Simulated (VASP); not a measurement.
Here is a VASP 6.6.1 calculation.

File INCAR:

```
SYSTEM = NaHF2
PREC = Accurate ; ENCUT = 520
EDIFF = 1E-6 ; ISMEAR = 0
SIGMA = 0.02 ; LREAL = .FALSE.
LASPH = .TRUE. ; NELM = 100
ALGO = Normal ; ISIF = 2
LWAVE = .FALSE. ; LCHARG = .FALSE.
GGA = PS ; NBANDS = 19
```

File KPOINTS:

```
Automatic mesh
0
G
  9 9 9
  0 0 0
```

The input POSCAR:

```
NaHF2
1.0
    1.6548746400      0.9554423189      4.5041333333
   -1.6548746400      0.9554423189      4.5041333333
    0.0000000000     -1.9108846378      4.5041333333
Na H F
1 1 2
Direct
    0.0000000000      0.0000000000      0.0000000000
    0.5000000000      0.5000000000      0.5000000000
    0.4206855569      0.4206855569      0.4206855569
    0.5793144431      0.5793144431      0.5793144431
```

Potentials or basis: VASP PAW PBE potentials, release 64 (Na_pv, H, F).

The run is started by

```console
$ cat potpaw_PBE.64/Na_pv/POTCAR potpaw_PBE.64/H/POTCAR potpaw_PBE.64/F/POTCAR > POTCAR
$ mpirun -np 1 vasp_std > vasp.out
```

(1) Predict the pressure.

(2) What does it give for the band gap on the k mesh?

(3) Estimate the largest force.

Results:

(1) 9.2 GPa.

(2) 7.30 eV, indirect (least direct gap 7.41 eV).

(3) 2.367 eV/Å.

Caveat: the cell differs from its parent crystal (strained and its atoms moved); the PAW data sets were made with another functional, which shifts forces and pressure a little.
